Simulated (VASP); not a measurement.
Here is a VASP 6.6.1 calculation.

Contents of INCAR:

```
  PREC = Accurate
  ENCUT = 520
  EDIFF = 1E-6
  ISMEAR = -1
  SIGMA = 0.05
  LREAL = F
  LASPH = T
  NELM = 100
  ALGO = Normal
  ISIF = 2
  LWAVE = F
  LCHARG = F
  GGA = CA
  NBANDS = 15
```

The input KPOINTS:

```
regular mesh
0
Gamma
  20 20 11
```

File POSCAR:

```
Os
1.0
    2.7074055884      0.0000000000      0.0000000000
   -1.3537027942      2.3446820179      0.0000000000
    0.0000000000      0.0000000000      4.2728127259
Os
2
Direct
    0.3333333333      0.6666666667      0.2500000000
    0.6666666667      0.3333333333      0.7500000000
```

Potentials or basis: VASP PAW LDA potentials, release 64 (Os).

Launch:

```console
$ cat potpaw_LDA.64/Os/POTCAR > POTCAR
$ mpirun -np 1 vasp_std > vasp.out
```

**Question.** What does it give for the band gap on the k mesh?

**Answer.** Zero (bands 8 and 9 overlap by 4.15 eV).

**Question.** Estimate the pressure.

**Answer.** 5.7 GPa.

Stress tensor (GPa, compression positive):
```
5.66 0.00 0.00
0.00 5.66 0.00
0.00 0.00 5.86
```

Caveat: the cell stands under pressure; spin-orbit coupling is left out, which moves the levels of the heavy elements.
